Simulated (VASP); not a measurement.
# YNbN3 (P4/mbm) in VASP: notebook

The runs below take YNbN3 through single point, with PBE.

Everything below comes from runs of VASP 6.6.1. Logs are shortened: lines on timing, memory, paths and dates and some standing lists are left out, and cuts for length are marked.

## (1) The cell of the first run

It takes space group P4/mbm (No. 127, tetragonal). The conventional cell has a = 5.470 Å, b = 5.470 Å, c = 4.198 Å, α = 90.00°, β = 90.00°, γ = 90.00°. Within 3.2 Å of Y (site symmetry mmm) lie 8 N at 2.42 to 2.73 Å. Within 2.7 Å of Nb (site symmetry 4/m) lie 6 N at 2.06 to 2.10 Å. Within 2.7 Å of N (site symmetry m2m) lie 2 Nb at 2.06 Å and 2 Y at 2.42 Å and 1 N at 2.43 Å. N (site symmetry 4/m) has 2 Nb at 2.10 Å and 4 Y at 2.73 Å within 2.8 Å.

## (2) Single point, PBE

File INCAR:

```
PREC = Accurate
ENCUT = 520
EDIFF = 1E-7
ISMEAR = 0
SIGMA = 0.1
LREAL = False
LASPH = True
NELM = 80
ALGO = Normal
ISIF = 2
LWAVE = False
LCHARG = False
GGA = PE
NBANDS = 50
```

File KPOINTS:

```
Automatic mesh
0
Gamma
  4 4 4
```

File POSCAR:

```
YNbN3
1.0
    5.4698102837      0.0000000000      0.0000000000
    0.0000000000      5.4698102837      0.0000000000
    0.0000000000      0.0000000000      4.1977566023
Y Nb N
2 2 6
Direct
    0.0000000000      0.5000000000      0.5000000000
    0.5000000000      0.0000000000      0.5000000000
    0.5000000000      0.5000000000      0.0000000000
    0.0000000000      0.0000000000      0.0000000000
    0.8430737263      0.3430737263      0.0000000000
    0.6569262737      0.8430737263      0.0000000000
    0.5000000000      0.5000000000      0.5000000000
    0.1569262737      0.6569262737      0.0000000000
    0.3430737263      0.1569262737      0.0000000000
    0.0000000000      0.0000000000      0.5000000000
```

Potentials or basis: VASP PAW PBE potentials, release 64 (Y_sv, Nb_sv, N).

Run with:

```
$ cat potpaw_PBE.64/Y_sv/POTCAR potpaw_PBE.64/Nb_sv/POTCAR potpaw_PBE.64/N/POTCAR > POTCAR
$ mpirun -np 1 vasp_std > vasp.out
```

OUTCAR:

```text
PREC = Accurate
   ENCUT = 520
   EDIFF = 1E-7
   ISMEAR = 0
   LREAL = False
   LASPH = True
   NELM = 80
   ISIF = 2
   GGA = PE

 ion  position               nearest neighbor table
   1  0.000  0.500  0.500-   5 2.42   8 2.42   5 2.42   8 2.42   7 2.73  10 2.73  10 2.73   7 2.73
                             3 3.45   4 3.45   4 3.45   3 3.45   4 3.45   3 3.45   4 3.45   3 3.45
   2  0.500  0.000  0.500-   6 2.42   9 2.42   6 2.42   9 2.42   7 2.73  10 2.73   7 2.73  10 2.73
                             3 3.45   4 3.45   3 3.45   3 3.45   3 3.45   4 3.45   4 3.45   4 3.45
   3  0.500  0.500  0.000-   5 2.06   6 2.06   8 2.06   9 2.06   7 2.10   7 2.10   1 3.45   1 3.45
                             2 3.45   2 3.45   2 3.45   2 3.45   1 3.45   1 3.45
   4  0.000  0.000  0.000-   5 2.06   6 2.06   8 2.06   9 2.06  10 2.10  10 2.10   1 3.45   1 3.45
                             2 3.45   2 3.45   1 3.45   1 3.45   2 3.45   2 3.45
   5  0.843  0.343  0.000-   3 2.06   4 2.06   1 2.42   1 2.42
   6  0.657  0.843  0.000-   3 2.06   4 2.06   2 2.42   2 2.42
   7  0.500  0.500  0.500-   3 2.10   3 2.10   1 2.73   2 2.73   2 2.73   1 2.73
   8  0.157  0.657  0.000-   3 2.06   4 2.06   1 2.42   1 2.42
   9  0.343  0.157  0.000-   3 2.06   4 2.06   2 2.42   2 2.42
  10  0.000  0.000  0.500-   4 2.10   4 2.10   1 2.73   2 2.73   1 2.73   2 2.73

  LATTYP: Found a simple tetragonal cell.
 ALAT       =     5.4698102837
 C/A-ratio  =     0.7674409869

  Lattice vectors:

 A1 = (   5.4698102837,   0.0000000000,   0.0000000000)
 A2 = (   0.0000000000,   5.4698102837,   0.0000000000)
 A3 = (   0.0000000000,   0.0000000000,   4.1977566023)

Analysis of symmetry for initial positions (statically):
=====================================================================
 Subroutine PRICEL returns:
 Original cell was already a primitive cell.

 Routine SETGRP: Setting up the symmetry group for a
 simple tetragonal supercell.

 Subroutine GETGRP returns: Found 16 space group operations
 (whereof  8 operations were pure point group operations)
 out of a pool of 16 trial point group operations.

The static configuration has the point symmetry C_4h.
 The point group associated with its full space group is D_4h.

Analysis of symmetry for dynamics (positions and initial velocities):
=====================================================================
 Subroutine PRICEL returns:
 Original cell was already a primitive cell.

 Routine SETGRP: Setting up the symmetry group for a
 simple tetragonal supercell.

 Subroutine GETGRP returns: Found 16 space group operations
 (whereof  8 operations were pure point group operations)
 out of a pool of 16 trial point group operations.

[... 123 lines left out ...]
   EMIN   =  10.00;   EMAX   =-10.00  energy-range for DOS
   EFERMI =   0.00;   METHOD = LEGACY
   ISMEAR =     0;   SIGMA  =   0.10  broadening in eV -4-tet -1-fermi 0-gaus
   EFERMI_NEDOS =   21; number of points for ismear=-14 and -15
   IALGO  =     38    algorithm
   IMIX   =      4    mixing-type and parameters
     AMIX     =   0.40;   BMIX     =  1.00
     AMIX_MAG =   1.60;   BMIX_MAG =  1.00
  volume/ion in A,a.u.               =      12.56        84.75
  Fermi-wavevector in a.u.,A,eV,Ry     =   1.396751  2.639477 26.543802  1.950914
  Thomas-Fermi vector in A             =   2.520075
   LORBIT       =      0    0 simple, 1 ext, 2 COOP (PROOUT), +10 PAW based schemes
   GGA     = PE    functional components
   LHFCALC =     F    Hartree Fock is set to
   AEXX    =    0.0000 exact exchange contribution
   IVDW    =     0    specifies the selected vdW correction
   LEPSILON=     F    determine dielectric tensor
   LRPA    =     F    only Hartree local field effects (RPA)
 non-spin polarized calculation
 Gauss-broadening in eV      SIGMA  =   0.10
  energy-cutoff  :      520.00
  volume of cell :      125.59
 maximum number of plane-waves:      3408
 NGX is ok and might be reduce to    42
   NGX = 21   NGY = 21   NGZ = 15

 number of electron      77.9999993 magnetization

 Free energy of the ion-electron system (eV)
  ---------------------------------------------------
  ext. energy  EPLUGINS =         0.00000000
  ---------------------------------------------------
  free energy    TOTEN  =       -92.22270592 eV

  energy without entropy =      -92.20162582  energy(sigma->0) =      -92.21216587

 E-fermi :   6.2431     XC(G=0): -11.6516

 val. band max:        6.1976709802   @ k =   0.5000   0.0000   0.5000
 cond. band min:       6.2718370431   @ k =   0.2500   0.2500   0.0000
 fundamental gap:      0.0741660629
 Fermi energy:         6.2430589440

 k-point     1 :       0.0000    0.0000    0.0000
  band No.  band energies     occupation
      1     -48.4824      2.00000
      2     -48.4758      2.00000
      3     -35.4039      2.00000
      4     -35.3865      2.00000
      5     -24.6816      2.00000
      6     -24.6816      2.00000
[... 943 lines left out ...]
     49      11.3859      0.00000
     50      11.3859      0.00000

------------------------ aborting loop because EDIFF is reached ----------------------------------------

  FORCE on cell =-STRESS in cart. coord.  units (eV):
  Direction    XX          YY          ZZ          XY          YZ          ZX
  --------------------------------------------------------------------------------------
  -------------------------------------------------------------------------------------
  Total       -0.2286972     -0.2286972     -0.2679449      0.0000000      0.0000000      0.0000000
  in kB       -2.9174913     -2.9174913     -3.4181757      0.0000000      0.0000000      0.0000000
  external PRESSURE =      -3.0843861 kB  Pullay stress =       0.0000000 kB

 VOLUME and BASIS-vectors are now :
 -----------------------------------------------------------------------------
  energy-cutoff  :      520.00
  volume of cell :      125.59
      direct lattice vectors                 reciprocal lattice vectors
     5.469810284  0.000000000  0.000000000     0.182821697  0.000000000  0.000000000
     0.000000000  5.469810284  0.000000000     0.000000000  0.182821697  0.000000000
     0.000000000  0.000000000  4.197756602     0.000000000  0.000000000  0.238222483

 POSITION                                       TOTAL-FORCE (eV/Angst)
 -----------------------------------------------------------------------------------
      0.00000      2.73491      2.09888        -0.000000      0.000000     -0.000000
      2.73491      0.00000      2.09888        -0.000000      0.000000     -0.000000
      2.73491      2.73491      0.00000        -0.000000      0.000000     -0.000000
      0.00000      0.00000      0.00000        -0.000000      0.000000     -0.000000
      4.61145      1.87655      0.00000        -0.008527     -0.008527     -0.000000
      3.59326      4.61145      0.00000         0.008527     -0.008527      0.000000
      2.73491      2.73491      2.09888        -0.000000      0.000000     -0.000000
      0.85836      3.59326      0.00000         0.008527      0.008527     -0.000000
      1.87655      0.85836      0.00000        -0.008527      0.008527     -0.000000
      0.00000      0.00000      2.09888        -0.000000      0.000000     -0.000000
 -----------------------------------------------------------------------------------
    total drift:                                0.000000     -0.000000     -0.000000

  FREE ENERGIE OF THE ION-ELECTRON SYSTEM (eV)
  ---------------------------------------------------
  free  energy   TOTEN  =       -92.2227059192 eV

  energy  without entropy=      -92.2016258168  energy(sigma->0) =      -92.21216587
```

OSZICAR:

```text
N       E                     dE             d eps       ncg     rms          rms(c)
DAV:   1     0.695737057751E+03    0.69574E+03   -0.41190E+04  1800   0.158E+03
DAV:   2    -0.371101727307E+02   -0.73285E+03   -0.70041E+03  2208   0.520E+02
DAV:   3    -0.106411934597E+03   -0.69302E+02   -0.68037E+02  2816   0.133E+02
DAV:   4    -0.111072479461E+03   -0.46605E+01   -0.46396E+01  3048   0.309E+01
DAV:   5    -0.111255500363E+03   -0.18302E+00   -0.18284E+00  2774   0.601E+00    0.437E+01
DAV:   6    -0.930827842748E+02    0.18173E+02   -0.10464E+02  2518   0.438E+01    0.326E+01
DAV:   7    -0.923333307483E+02    0.74945E+00   -0.13766E+01  2820   0.180E+01    0.260E+01
DAV:   8    -0.923082121607E+02    0.25119E-01   -0.22486E+00  2740   0.774E+00    0.495E+00
DAV:   9    -0.922493147364E+02    0.58897E-01   -0.97511E-01  2576   0.377E+00    0.150E+00
DAV:  10    -0.922208523185E+02    0.28462E-01   -0.13601E-01  2428   0.201E+00    0.974E-01
DAV:  11    -0.922240593854E+02   -0.32071E-02   -0.44181E-02  2392   0.865E-01    0.320E-01
DAV:  12    -0.922226117351E+02    0.14477E-02   -0.81725E-03  2844   0.381E-01    0.851E-02
DAV:  13    -0.922227004089E+02   -0.88674E-04   -0.91978E-04  2194   0.159E-01    0.352E-02
DAV:  14    -0.922227097937E+02   -0.93848E-05   -0.97518E-05  3064   0.381E-02    0.295E-02
DAV:  15    -0.922227063925E+02    0.34012E-05   -0.10841E-05  2290   0.130E-02    0.131E-02
DAV:  16    -0.922227060023E+02    0.39020E-06   -0.77277E-06  2398   0.114E-02    0.283E-03
DAV:  17    -0.922227059192E+02    0.83118E-07   -0.33164E-07  1880   0.384E-03
   1 F= -.92222706E+02 E0= -.92212166E+02  d E =-.210801E-01
```

stdout:

```text
POSCAR found type information on POSCAR Y NbN
 POSCAR found :  3 types and      10 ions
 scaLAPACK will be used
 LDA part: xc-table for (Slater+PW92), standard interpolation
 POSCAR, INCAR and KPOINTS ok, starting setup
 FFT: planning ... GRIDC
 FFT: planning ... GRID_SOFT
 FFT: planning ... GRID
 WAVECAR not read
 entering main loop
```

It took 78 s on 1 thread of Intel Xeon 6975P-C (Granite Rapids), shared host; peak memory 0.29 GiB.

Results:

* Free energy: -92.2227 eV
* Pressure: -0.3 GPa
* Largest force: 0.012 eV/Å
* Band gap on the k mesh: zero (bands 39 and 40 overlap by 1.30 eV)

Forces in eV/Å, atoms in the order of the input:
```
Y    0.000  0.000  0.000
Y    0.000  0.000  0.000
Nb   0.000  0.000  0.000
Nb   0.000  0.000  0.000
N   -0.009 -0.009  0.000
N    0.009 -0.009  0.000
N    0.000  0.000  0.000
N    0.009  0.009  0.000
N   -0.009  0.009  0.000
N    0.000  0.000  0.000
```

Caveat: the k points lie up to 0.37 Å⁻¹ apart, too coarse for converged energies and pressures of a metal.

## (3) Single point, PBE

This run uses another cell than the first one, of 14.55 Å³/atom.

File INCAR:

```
SYSTEM = YNbN3
ALGO = Normal ; EDIFF = 1E-7
ENCUT = 520 ; GGA = PE
ISIF = 2 ; ISMEAR = 0
LASPH = .True. ; LCHARG = .False.
LREAL = .False. ; LWAVE = .False.
NBANDS = 50 ; NELM = 60
PREC = Accurate ; SIGMA = 0.1
```

File KPOINTS:

```
k-points
0
Gamma
  4 4 4
  0 0 0
```

File POSCAR:

```
YNbN3
1.0
    5.9031800600      0.0000000000      0.0000000000
    0.0000000000      5.9031800600      0.0000000000
    0.0000000000      0.0000000000      4.1741786500
Y Nb N
2 2 6
Direct
    0.0000000000      0.5000000000      0.5000000000
    0.5000000000      0.0000000000      0.5000000000
    0.5000000000      0.5000000000      0.0000000000
    0.0000000000      0.0000000000      0.0000000000
    0.7813904000      0.2813904000      0.0000000000
    0.7186096000      0.7813904000      0.0000000000
    0.5000000000      0.5000000000      0.5000000000
    0.2186096000      0.7186096000      0.0000000000
    0.2813904000      0.2186096000      0.0000000000
    0.0000000000      0.0000000000      0.5000000000
```

Potentials or basis: VASP PAW PBE potentials, release 64 (Y_sv, Nb_sv, N).

Run with:

```
$ cat potpaw_PBE.64/Y_sv/POTCAR potpaw_PBE.64/Nb_sv/POTCAR potpaw_PBE.64/N/POTCAR > POTCAR
$ mpirun -np 1 vasp_std > vasp.out
```

It took 94 s on 1 thread of Intel Xeon 6975P-C (Granite Rapids), shared host; peak memory 0.33 GiB.

The run converged. Its results:

| Quantity | Value |
| --- | --- |
| Free energy | -90.3694 eV |
| Pressure | -17.0 GPa |
| Largest force | 0.441 eV/Å |
| Band gap on the k mesh | zero (bands 39 and 40 overlap by 0.99 eV) |

Forces in eV/Å, atoms in the order of the input:
```
Y    0.000  0.000  0.000
Y    0.000  0.000  0.000
Nb   0.000  0.000  0.000
Nb   0.000  0.000  0.000
N    0.312  0.312  0.000
N   -0.312  0.312  0.000
N    0.000  0.000  0.000
N   -0.312 -0.312  0.000
N    0.312 -0.312  0.000
N    0.000  0.000  0.000
```

Stress tensor (GPa, compression positive):
```
-17.39   0.00   0.00
  0.00 -17.39   0.00
  0.00   0.00 -16.09
```

Levels at points of the mesh, in eV from the Fermi level:
| k point | band 36 | band 37 | band 38 | band 39 | band 40 | band 41 | band 42 | band 43 |
| --- | --- | --- | --- | --- | --- | --- | --- | --- |
| (0.00, 0.00, 0.00) | -0.56 | -0.17 | 0.31 | 0.31 | 0.32 | 0.57 | 0.57 | 0.70 |
| (0.50, 0.00, 0.00) | -1.15 | -0.45 | -0.45 | -0.27 | -0.27 | 2.10 | 2.10 | 2.31 |
| (0.50, 0.50, 0.00) | -1.89 | -0.05 | -0.05 | 0.00 | 0.00 | 1.03 | 1.03 | 3.28 |
| (0.00, 0.00, 0.50) | -0.02 | -0.02 | 0.44 | 0.71 | 0.71 | 1.11 | 3.19 | 3.26 |
| (0.50, 0.00, 0.50) | -0.60 | -0.51 | -0.51 | -0.07 | -0.07 | 3.11 | 3.11 | 3.29 |
| (0.50, 0.50, 0.50) | -1.47 | -0.77 | -0.77 | 0.35 | 0.35 | 3.08 | 3.08 | 3.44 |

Caveat: the k points lie up to 0.38 Å⁻¹ apart, too coarse for converged energies and pressures of a metal.

The gap in the log of VASP goes by the Fermi energy; the results here count the filled bands.